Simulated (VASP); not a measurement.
Set up this calculation in VASP 6.6.1, as the native input.

```
Task                   : single point
Functional             : PBEsol
Potentials or basis    : VASP PAW PBE potentials, release 64 (Zn, S)
Cutoff                 : 520 eV
k mesh                 : 8 × 8 × 8
Occupations            : gaussian, width 0.02 eV
Spin                   : no spin polarisation
Dipole correction      : no
Further INCAR settings : ALGO = Normal; EDIFF = 1e-07; NBANDS = 16
```

The structure of ZnS lies in POSCAR:

```
ZnS
1.0
    0.0000000000      2.7652973400      2.7652973400
    2.7652973400      0.0000000000      2.7652973400
    2.7652973400      2.7652973400      0.0000000000
Zn S
1 1
Direct
    0.0000000000      0.0000000000      0.0000000000
    0.7500000000      0.7500000000      0.7500000000
```

This cell differs from its parent crystal: Cd replaced by Zn, lengths x 0.947, strained.

One way to write it, as run:

INCAR

```
  PREC = Accurate
  ENCUT = 520
  EDIFF = 1E-7
  ISMEAR = 0
  SIGMA = 0.02
  LREAL = F
  LASPH = T
  NELM = 80
  ALGO = Normal
  ISIF = 2
  LWAVE = F
  LCHARG = F
  GGA = PS
  NBANDS = 16
```

KPOINTS

```
regular mesh
0
Gamma
  8 8 8
```

Potentials or basis: VASP PAW PBE potentials, release 64 (Zn, S).

Run with:

```console
$ cat potpaw_PBE.64/Zn/POTCAR potpaw_PBE.64/S/POTCAR > POTCAR
$ mpirun -np 1 vasp_std > vasp.out
```

It gave:

```yaml
Pressure: -6.0 GPa
Band_gap_on_the_k_mesh: 1.69 eV, direct
```

Caveat: the cell differs from its parent crystal (Cd replaced by Zn, lengths x 0.947, strained); the PAW data sets were made with another functional, which shifts forces and pressure a little.

It took 24 s on 1 thread of AMD EPYC 7R43 64-Core Processor (Zen 3), with other jobs on the host, peak memory 0.14 GiB.
